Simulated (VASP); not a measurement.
Wanted: the native input for a VASP 6.6.1 run.

```yaml
Task: single point
Functional: PBEsol
Potentials_or_basis: VASP PAW PBE potentials, release 64 (Ti_sv)
Cutoff: 520 eV
k_mesh: 13 × 13 × 7
Occupations: fermi-dirac, width 0.08 eV
Spin: no spin polarisation
Dipole_correction: no
Further_INCAR_settings: ALGO = Normal; EDIFF = 1e-06; NBANDS = 19
```

The structure of Ti lies in POSCAR:

```
Ti
1.0
    2.9792076597      0.0000000000      0.0000000000
   -1.4896038298      2.5800695164      0.0000000000
    0.0000000000      0.0000000000      4.7323990572
Ti
2
Direct
    0.3333333333      0.6666666667      0.2500000000
    0.6666666667      0.3333333333      0.7500000000
```

This cell differs from its parent crystal: volume scaled by 1.03.

These files were run (other wordings do the same):

INCAR

```
SYSTEM = Ti
ALGO     = Normal         ! electronic algorithm
EDIFF    = 1E-6           ! SCF threshold, eV
ENCUT    = 520            ! plane-wave cutoff, eV
GGA      = PS             ! functional
ISIF     = 2              ! what is computed and relaxed
ISMEAR   = -1             ! smearing method
LASPH    = .True.         ! aspherical terms in the spheres
LCHARG   = .False.        ! write CHGCAR
LREAL    = .False.        ! projectors in reciprocal space
LWAVE    = .False.        ! write WAVECAR
NBANDS   = 19             ! bands
NELM     = 60             ! most SCF steps
PREC     = Accurate       ! precision mode
SIGMA    = 0.08           ! smearing width, eV
```

KPOINTS

```
k-points
0
Gamma
  13 13 7
  0 0 0
```

Potentials or basis: VASP PAW PBE potentials, release 64 (Ti_sv).

Command:

```sh
$ cat potpaw_PBE.64/Ti_sv/POTCAR > POTCAR
$ mpirun -np 1 vasp_std > vasp.out
```

It gave:

```
Pressure               : -8.7 GPa
Band gap on the k mesh : zero (band 12 reaches 8.48 eV, above the bottom of band 13 at 7.42 eV)
```

Caveat: the PAW data sets were made with another functional, which shifts forces and pressure a little.

Wall time 69 s on 1 thread of Intel(R) Xeon(R) Platinum 8259CL CPU @ 2.50GHz (Skylake/Cascade Lake), on a shared host, peak memory 0.18 GiB.
